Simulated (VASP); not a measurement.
Input of a VASP 6.6.1 run:

INCAR

```
ALGO = Normal
EDIFF = 1E-6
ENCUT = 520
ISIF = 2
ISMEAR = 0
LASPH = True
LCHARG = False
LREAL = False
LWAVE = False
NBANDS = 14
NELM = 100
PREC = Accurate
SIGMA = 0.15
```

Contents of KPOINTS:

```
k-points
0
Gamma
  16 16 16
```

Contents of POSCAR:

```
ZrB
1.0
    0.0000000000      2.4153850465      2.5040296777
    2.3591065749      0.0000000000      2.5040296777
    2.3591065749      2.4153850465      0.0000000000
Zr B
1 1
Direct
    0.0000000000      0.0000000000      0.0000000000
    0.5000000000      0.5000000000      0.5000000000
```

Potentials or basis: VASP PAW LDA potentials, release 64 (Zr_sv, B).

Command:

```bash
$ cat potpaw_LDA.64/Zr_sv/POTCAR potpaw_LDA.64/B/POTCAR > POTCAR
$ mpirun -np 1 vasp_std > vasp.out
```

Task: What does it give for the pressure?

Result: -1.1 GPa.

Stress tensor (GPa, compression positive):
```
  7.88   0.00   0.00
  0.00  -0.07   0.00
  0.00   0.00 -11.03
```

Caveat: the cell differs from its parent crystal (normal strain along x -0.0233, normal strain along z +0.0367).
